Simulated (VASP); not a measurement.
# Co (P6_3/mmc) in VASP: further runs

Aim: see how the results for Co move with the level of theory and the settings. Levels: LDA, PBE. Tasks: single point.

Everything below comes from runs of VASP 6.6.1. Logs are shortened: lines on timing, memory, paths and dates and some standing lists are left out, and cuts for length are marked.

**1. The cell of the first run**

It takes space group P6_3/mmc (No. 194, hexagonal). The conventional cell has a = 2.519 Å, b = 2.519 Å, c = 4.091 Å, α = 90.00°, β = 90.00°, γ = 120.00°. Within 3.3 Å of Co (site symmetry -6m2) lie 12 Co at 2.51 to 2.52 Å.

**2. Single point, LDA, collinear spin, ferromagnetic start**

Input file INCAR:

```
ALGO     = Normal         # electronic algorithm
EDIFF    = 1E-7           # SCF threshold, eV
ENCUT    = 520            # plane-wave cutoff, eV
GGA      = CA             # functional
ISIF     = 2              # what is computed and relaxed
ISMEAR   = -1             # smearing method
ISPIN    = 2              # spin polarisation
LASPH    = T              # aspherical terms in the spheres
LCHARG   = F              # write CHGCAR
LMAXMIX  = 4              # l up to which the mixer works
LORBIT   = 11             # projections on sites
LREAL    = F              # projectors in reciprocal space
LWAVE    = F              # write WAVECAR
MAGMOM   = 2 2            # initial moments
NBANDS   = 20             # bands
NELM     = 150            # most SCF steps
PREC     = Accurate       # precision mode
SIGMA    = 0.08           # smearing width, eV
```

Input file KPOINTS:

```
k-points
0
Gamma
  19 19 10
```

Input file POSCAR:

```
Co
1.0
    2.5190008694      0.0000000000      0.0000000000
   -1.2595004347      2.1815187451      0.0000000000
    0.0000000000      0.0000000000      4.0910000000
Co
2
Direct
    0.3333333333      0.6666666667      0.2500000000
    0.6666666667      0.3333333333      0.7500000000
```

Potentials or basis: VASP PAW LDA potentials, release 64 (Co).

Run with:

```
$ cat potpaw_LDA.64/Co/POTCAR > POTCAR
$ mpirun -np 1 vasp_std > vasp.out
```

OUTCAR:

```text
EDIFF = 1E-7
   ENCUT = 520
   GGA = CA
   ISIF = 2
   ISMEAR = -1
   ISPIN = 2
   LASPH = T
   LORBIT = 11
   LREAL = F
   NELM = 150
   PREC = Accurate

 ion  position               nearest neighbor table
   1  0.333  0.667  0.250-   2 2.51   2 2.51   2 2.51   2 2.51   2 2.51   2 2.51
   2  0.667  0.333  0.750-   1 2.51   1 2.51   1 2.51   1 2.51   1 2.51   1 2.51

  LATTYP: Found a hexagonal cell.
 ALAT       =     2.5190008694
 C/A-ratio  =     1.6240566050

  Lattice vectors:

 A1 = (   2.5190008694,   0.0000000000,   0.0000000000)
 A2 = (  -1.2595004347,   2.1815187451,   0.0000000000)
 A3 = (   0.0000000000,   0.0000000000,   4.0910000000)

Analysis of symmetry for initial positions (statically):
=====================================================================
 Subroutine PRICEL returns:
 Original cell was already a primitive cell.

 Routine SETGRP: Setting up the symmetry group for a
 hexagonal supercell.

 Subroutine GETGRP returns: Found 24 space group operations
 (whereof 12 operations were pure point group operations)
 out of a pool of 24 trial point group operations.

The static configuration has the point symmetry D_3d.
 The point group associated with its full space group is D_6h.

Analysis of symmetry for dynamics (positions and initial velocities):
=====================================================================
 Subroutine PRICEL returns:
 Original cell was already a primitive cell.

 Routine SETGRP: Setting up the symmetry group for a
 hexagonal supercell.

 Subroutine GETGRP returns: Found 24 space group operations
 (whereof 12 operations were pure point group operations)
 out of a pool of 24 trial point group operations.

The dynamic configuration has the point symmetry D_3d.
 The point group associated with its full space group is D_6h.

Analysis of structural, dynamic, and magnetic symmetry:
=====================================================================
 Subroutine PRICEL returns:
 Original cell was already a primitive cell.

 Routine SETGRP: Setting up the symmetry group for a
 hexagonal supercell.

 Subroutine GETGRP returns: Found 24 space group operations
 (whereof 12 operations were pure point group operations)
 out of a pool of 24 trial point group operations.

The overall configuration has the point symmetry D_3d.
 The point group associated with its full space group is D_6h.

 Subroutine INISYM returns: Found 24 space group operations
 (whereof 12 operations are pure point group operations),
 and found     1 'primitive' translations

----------------------------------------------------------------------------------------

                                     Primitive cell

  volume of cell :      22.4811

  direct lattice vectors                    reciprocal lattice vectors
     2.519000869  0.000000000  0.000000000     0.396982793  0.229198122  0.000000000
    -1.259500435  2.181518745  0.000000000     0.000000000  0.458396244  0.000000000
     0.000000000  0.000000000  4.091000000     0.000000000  0.000000000  0.244439012

  length of vectors
     2.519000869  2.519000869  4.091000000     0.458396244  0.458396244  0.244439012

  position of ions in fractional coordinates (direct lattice)
     0.333333333  0.666666667  0.250000000
     0.666666667  0.333333333  0.750000000

  ion indices of the primitive-cell ions
   primitive index   ion index
                 1           1
                 2           2

----------------------------------------------------------------------------------------

 KPOINTS: k-points

Automatic generation of k-mesh.
 Grid dimensions read from file:
 generate k-points for:   19   19   10

 Generating k-lattice:

  Cartesian coordinates                     Fractional coordinates (reciprocal lattice)
     0.020893831  0.012063059  0.000000000     0.052631579  0.000000000  0.000000000
     0.000000000  0.024126118  0.000000000     0.000000000  0.052631579  0.000000000
     0.000000000  0.000000000  0.024443901     0.000000000  0.000000000  0.100000000

  Length of vectors
     0.024126118  0.024126118  0.024443901

  Shift w.r.t. Gamma in fractional coordinates (k-lattice)
     0.000000000  0.000000000  0.000000000

 Subroutine IBZKPT returns following result:
 ===========================================

 Found    240 irreducible k-points:

 Following reciprocal coordinates:
            Coordinates               Weight
  0.000000  0.000000  0.000000      1.000000
  0.052632 -0.000000  0.000000      6.000000
  0.105263 -0.000000  0.000000      6.000000
  0.157895  0.000000  0.000000      6.000000
  0.210526 -0.000000  0.000000      6.000000
  0.263158 -0.000000  0.000000      6.000000
[... 16 lines left out ...]
  0.263158  0.105263  0.000000     12.000000
  0.315789  0.105263  0.000000     12.000000
 [... further k-points ...]
   k-points           NKPTS =    240   k-points in BZ     NKDIM =    240   number of bands    NBANDS=     20
   number of dos      NEDOS =    301   number of ions     NIONS =      2
   total plane-waves  NPLWV =  12000
   dimension x,y,z NGX =    20 NGY =   20 NGZ =   30
   dimension x,y,z NGXF=    40 NGYF=   40 NGZF=   60
   ions per type =               2
   NGX,Y,Z   is equivalent  to a cutoff of  13.20, 13.20, 12.19 a.u.
   NGXF,Y,Z  is equivalent  to a cutoff of  26.40, 26.40, 24.38 a.u.
 SYSTEM =  unknown system
   PREC   = accura    normal or accurate (medium, high low for compatibility)
   ISTART =      0    job   : 0-new  1-cont  2-samecut
   ICHARG =      2    charge: 1-file 2-atom 10-const
   ISPIN  =      2    spin polarized calculation?
   LNONCOLLINEAR =      F non collinear calculations
   LSORBIT =      F    spin-orbit coupling
   LASPH  =      T    aspherical Exc in radial PAW
   ENCUT  =  520.0 eV  38.22 Ry    6.18 a.u.   4.68  4.68  7.61*2*pi/ulx,y,z
   NELM   =    150;   NELMIN=  2; NELMDL= -5     # of ELM steps
   EDIFF  = 0.1E-06   stopping-criterion for ELM
   LREAL  =      F    real-space projection
   EDIFFG = 0.1E-05   stopping-criterion for IOM
   NSW    =      0    number of steps for IOM
   IBRION =     -1    ionic relax: 0-MD 1-quasi-New 2-CG
   NFREE  =      0    steps in history (QN), initial steepest desc. (CG)
   ISIF   =      2    stress and relaxation
   ISYM   =      2    0-nonsym 1-usesym 2-fastsym
   POTIM  = 0.5000    time-step for ionic-motion
   TEBEG  =    0.0;   TEEND  =   0.0 temperature during run
   PSTRESS=    0.0 pullay stress
   NELECT =      18.0000    total number of electrons
   NUPDOWN=      -1.0000    fix difference up-down
   EMIN   =  10.00;   EMAX   =-10.00  energy-range for DOS
   EFERMI =   0.00;   METHOD = LEGACY
   ISMEAR =    -1;   SIGMA  =   0.08  broadening in eV -4-tet -1-fermi 0-gaus
   EFERMI_NEDOS =   21; number of points for ismear=-14 and -15
   IALGO  =     38    algorithm
   IMIX   =      4    mixing-type and parameters
     AMIX     =   0.40;   BMIX     =  1.00
     AMIX_MAG =   1.60;   BMIX_MAG =  1.00
  volume/ion in A,a.u.               =      11.24        75.85
  Fermi-wavevector in a.u.,A,eV,Ry     =   1.520174  2.872713 31.442115  2.310930
  Thomas-Fermi vector in A             =   2.629061
   LORBIT       =     11    0 simple, 1 ext, 2 COOP (PROOUT), +10 PAW based schemes
   GGA     = CA    functional components
   LHFCALC =     F    Hartree Fock is set to
   AEXX    =    0.0000 exact exchange contribution
   IVDW    =     0    specifies the selected vdW correction
   LEPSILON=     F    determine dielectric tensor
   LRPA    =     F    only Hartree local field effects (RPA)
 spin polarized calculation
  energy-cutoff  :      520.00
  volume of cell :       22.48
 maximum number of plane-waves:       621
 NGX is ok and might be reduce to    20
   NGX =  9   NGY =  9   NGZ = 15

 number of electron      18.0000005 magnetization       3.1450796

 Free energy of the ion-electron system (eV)
  ---------------------------------------------------
  ext. energy  EPLUGINS =         0.00000000
  ---------------------------------------------------
  free energy    TOTEN  =       -16.05203885 eV

  energy without entropy =      -16.00940928  energy(sigma->0) =      -16.03072407

 E-fermi :   9.3952     XC(G=0): -13.5314

 val. band max:        9.3940865755   @ k =   0.2105   0.1053   0.2000
 cond. band min:       9.3969757957   @ k =   0.2105   0.2105   0.4000
 fundamental gap:      0.0028892202
 Fermi energy:         9.3952473250

 spin component 1

 k-point     1 :       0.0000    0.0000    0.0000
  band No.  band energies     occupation
      1       0.7097      1.00000
      2       4.5159      1.00000
      3       6.9735      1.00000
      4       7.0234      1.00000
      5       7.0234      1.00000
      6       7.3177      1.00000
[... 12 lines left out ...]
     19      34.7577      0.00000
     20      34.7577      0.00000
[... 507 lines left out ...]
 k-point    24 :       0.3158    0.1053    0.0000
  band No.  band energies     occupation
      1       4.4597      1.00000
      2       5.3121      1.00000
      3       5.4821      1.00000
      4       6.3722      1.00000
      5       6.8615      1.00000
      6       7.2237      1.00000
[... 12 lines left out ...]
     19      32.0426      0.00000
     20      33.7253      0.00000

 [... further k-points ...]

 spin component 2

 k-point     1 :       0.0000    0.0000    0.0000
  band No.  band energies     occupation
      1       0.8791      1.00000
      2       5.4169      1.00000
      3       8.4141      1.00000
      4       8.4634      0.99999
      5       8.4634      0.99999
      6       8.8004      0.99941
[... 12 lines left out ...]
     19      35.1712      0.00000
     20      35.1712      0.00000
[... 507 lines left out ...]
 k-point    24 :       0.3158    0.1053    0.0000
  band No.  band energies     occupation
      1       4.9018      1.00000
      2       6.4675      1.00000
      3       6.5939      1.00000
      4       7.3936      1.00000
      5       8.2685      1.00000
      6       8.6040      0.99995
[... 12 lines left out ...]
     19      32.4405      0.00000
     20      34.1600      0.00000

 [... further k-points ...]

------------------------ aborting loop because EDIFF is reached ----------------------------------------

  FORCE on cell =-STRESS in cart. coord.  units (eV):
  Direction    XX          YY          ZZ          XY          YZ          ZX
  --------------------------------------------------------------------------------------
  -------------------------------------------------------------------------------------
  Total       -3.3560440     -3.3560440     -3.5726094      0.0000000      0.0000000      0.0000000
  in kB     -239.1781408   -239.1781408   -254.6122989      0.0000000      0.0000000      0.0000000
  external PRESSURE =    -244.3228602 kB  Pullay stress =       0.0000000 kB

 VOLUME and BASIS-vectors are now :
 -----------------------------------------------------------------------------
  energy-cutoff  :      520.00
  volume of cell :       22.48
      direct lattice vectors                 reciprocal lattice vectors
     2.519000869  0.000000000  0.000000000     0.396982793  0.229198122  0.000000000
    -1.259500435  2.181518745  0.000000000     0.000000000  0.458396244  0.000000000
     0.000000000  0.000000000  4.091000000     0.000000000  0.000000000  0.244439012

 POSITION                                       TOTAL-FORCE (eV/Angst)
 -----------------------------------------------------------------------------------
     -0.00000      1.45435      1.02275        -0.000000      0.000000      0.000000
      1.25950      0.72717      3.06825         0.000000     -0.000000      0.000000
 -----------------------------------------------------------------------------------
    total drift:                               -0.000000      0.000000     -0.000000

  FREE ENERGIE OF THE ION-ELECTRON SYSTEM (eV)
  ---------------------------------------------------
  free  energy   TOTEN  =       -16.0520388508 eV

  energy  without entropy=      -16.0094092840  energy(sigma->0) =      -16.03072407

 total charge

# of ion       s       p       d       tot
------------------------------------------
    1        0.474   0.485   7.257   8.217
    2        0.474   0.485   7.257   8.217
--------------------------------------------------
tot          0.948   0.971  14.515  16.433

 magnetization (x)

# of ion       s       p       d       tot
------------------------------------------
    1       -0.013  -0.039   1.633   1.581
    2       -0.013  -0.039   1.633   1.581
--------------------------------------------------
tot         -0.025  -0.077   3.265   3.163
```

Wall time 3.4 min (1 thread of Intel Xeon Platinum 8375C at 2.90GHz (Ice Lake), shared host); peak memory 0.24 GiB.

Results:

```yaml
Free_energy: -16.0520 eV
Pressure: -24.4 GPa
Net_moment: 3.15 μB per cell
Site_moments: Co +1.58 μB
Valence_electrons_inside_the_program's_atomic_spheres: Co 8.22
```

Stress tensor (GPa, compression positive):
```
-23.92   0.00   0.00
  0.00 -23.92   0.00
  0.00   0.00 -25.46
```

**3. Single point, PBE, collinear spin, ferromagnetic start**

Input file INCAR:

```
SYSTEM = Co
PREC = Accurate
ENCUT = 520
EDIFF = 1E-6
ISMEAR = -1
SIGMA = 0.08
LREAL = .False.
LASPH = .True.
NELM = 150
ALGO = Normal
ISIF = 2
LWAVE = .False.
LCHARG = .True.
ISPIN = 2
MAGMOM = 2 2
LORBIT = 11
LMAXMIX = 4
GGA = PE
LELF = .True.
LVHAR = .True.
NBANDS = 20
```

Input file KPOINTS:

```
regular mesh
0
Gamma
  19 19 10
  0 0 0
```

POSCAR is that of step 2.

Potentials or basis: VASP PAW PBE potentials, release 64 (Co).

Run with:

```
$ cat potpaw_PBE.64/Co/POTCAR > POTCAR
$ mpirun -np 1 vasp_std > vasp.out
```

Wall time 3.4 min (1 thread of Intel Xeon Platinum 8375C at 2.90GHz (Ice Lake), shared host); peak memory 0.26 GiB.

It converged, with:

```yaml
Free_energy: -14.0700 eV
Pressure: -7.2 GPa
Net_moment: 3.27 μB per cell
Site_moments: Co +1.66 μB
Valence_electrons_inside_the_program's_atomic_spheres: Co 8.21
```

Stress tensor (GPa, compression positive):
```
-6.83  0.00  0.00
 0.00 -6.83  0.00
 0.00  0.00 -7.94
```

Levels at points of the mesh, in eV from the Fermi level:
Spin up:
| k point | band 8 | band 9 | band 10 | band 11 | band 12 | band 13 | band 14 | band 15 |
| --- | --- | --- | --- | --- | --- | --- | --- | --- |
| (0.00, 0.00, 0.00) | -1.92 | -1.92 | -0.90 | -0.90 | -0.10 | 5.98 | 21.73 | 23.98 |
| (0.00, 0.00, 0.50) | -2.61 | -1.19 | -1.19 | -1.19 | -1.19 | 14.51 | 14.51 | 22.43 |
Spin down:
| k point | band 3 | band 4 | band 5 | band 6 | band 7 | band 8 | band 9 | band 10 | band 11 | band 12 |
| --- | --- | --- | --- | --- | --- | --- | --- | --- | --- | --- |
| (0.00, 0.00, 0.00) | -0.94 | -0.89 | -0.89 | -0.54 | -0.54 | -0.18 | -0.12 | -0.12 | 1.02 | 1.02 |
| (0.00, 0.00, 0.50) | -1.46 | -1.46 | -0.94 | -0.94 | -0.94 | -0.94 | 0.70 | 0.70 | 0.70 | 0.70 |
